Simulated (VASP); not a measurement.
Here is a VASP 6.6.1 calculation.

INCAR

```
PREC     = Accurate       # precision mode
ENCUT    = 520            # plane-wave cutoff, eV
EDIFF    = 1E-7           # SCF threshold, eV
ISMEAR   = 0              # smearing method
SIGMA    = 0.1            # smearing width, eV
LREAL    = False          # projectors in reciprocal space
LASPH    = True           # aspherical terms in the spheres
NELM     = 60             # most SCF steps
ALGO     = Normal         # electronic algorithm
ISIF     = 2              # what is computed and relaxed
LWAVE    = False          # write WAVECAR
LCHARG   = False          # write CHGCAR
GGA      = PE             # functional
NBANDS   = 30             # bands
```

Contents of KPOINTS:

```
Automatic mesh
0
Gamma
  4 4 4
```

POSCAR

```
Zn3Cl
1.0
    4.1000154300      0.0000000000      0.0000000000
    0.0000000000      4.1000154300      0.0000000000
    0.0000000000      0.0000000000      4.1000154300
Zn Cl
3 1
Direct
    0.0000000000      0.5000000000      0.5000000000
    0.5000000000      0.0000000000      0.5000000000
    0.5000000000      0.5000000000      0.0000000000
    0.0000000000      0.0000000000      0.0000000000
```

Potentials or basis: VASP PAW PBE potentials, release 64 (Zn, Cl).

Command:

```console
$ cat potpaw_PBE.64/Zn/POTCAR potpaw_PBE.64/Cl/POTCAR > POTCAR
$ mpirun -np 1 vasp_std > vasp.out
```

(1) What does it give for the pressure?

Answers

(1) 6.5 GPa.

Caveat: the k points lie up to 0.38 Å⁻¹ apart; an odd number of electrons without spin polarisation forces a metal; a magnetic or distorted state may lie lower.
